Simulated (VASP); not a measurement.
SrTiO3:

```
Sr Ti O
1.0
     3.90685    0.00000    0.00000
     0.00000    3.90685    0.00000
     0.00000    0.00000    3.86778
Sr Ti O
1 1 3
Direct
  0.00000 0.00000 0.00000
  0.50000 0.50000 0.50000
  0.50000 0.50000 0.00000
  0.50000 0.00000 0.50000
  0.00000 0.50000 0.50000
```

This cell differs from its parent crystal: uniaxial z strain -1.0%.

Base run:

| Quantity | Value |
| --- | --- |
| Program | VASP 6.6.1 |
| Functional | r2SCAN |
| Potentials or basis | VASP PAW PBE potentials, release 64 (Sr_sv, Ti_sv, O) |
| Cutoff | 520 eV |
| k mesh | 6 × 6 × 6 |
| Occupations | gaussian, width 0.01 eV |
| Spin | no spin polarisation |

Its results: band gap on the k mesh 2.28 eV (least direct gap 2.66 eV); pressure 2.9 GPa.

Task: The run is repeated on the same cell with these changes: functional from r2SCAN to HSE06; k mesh from 6 × 6 × 6 to 4 × 4 × 4. What comes out?

Result: Band gap on the k mesh 3.29 eV (least direct gap 3.68 eV); pressure 0.8 GPa.

Several settings changed at once.

Caveats: the PAW data sets were made with another functional, which shifts forces and pressure a little.

A k mesh can miss the band edges.
